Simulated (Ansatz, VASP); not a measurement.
# AgCl in VASP and in Ansatz

```
Ag Cl
1.0
     3.33142    0.02982    0.02982
     0.02982    3.33142    0.02982
     0.02982    0.02982    3.33142
Ag Cl
1 1
Direct
  0.00000 0.00000 0.00000
  0.50000 0.50000 0.50000
```

Alike in both runs: task single point; functional PBEsol; k mesh 12 × 12 × 12; occupations gaussian, width 0.05 eV; no spin polarisation.

|  | VASP | Ansatz |
| --- | --- | --- |
| version | VASP 6.6.1 | Ansatz 0.2.0 |
| potentials or method | VASP PAW PBE potentials, release 64 (Ag, Cl), cutoff 520 eV | scalar-relativistic, plane waves, PAW |
| valence electrons in the cell | 18 | 26 |

```csv
,VASP,Ansatz,Ansatz less VASP
gap on the k mesh at the Fermi level (eV),0.39,0.39,-0.001
least direct gap on the mesh (eV),2.20,2.20,-0.002
pressure (GPa),-0.1,0.0,+0.12
"traceless stress, the component that is largest in VASP (GPa)",0.22,0.22,-0.003
```

VASP's potentials were made for PBE, not for PBEsol. VASP's potentials hold 18 valence electrons a cell and Ansatz's 26, so a difference there can come from the potentials and not from the codes.
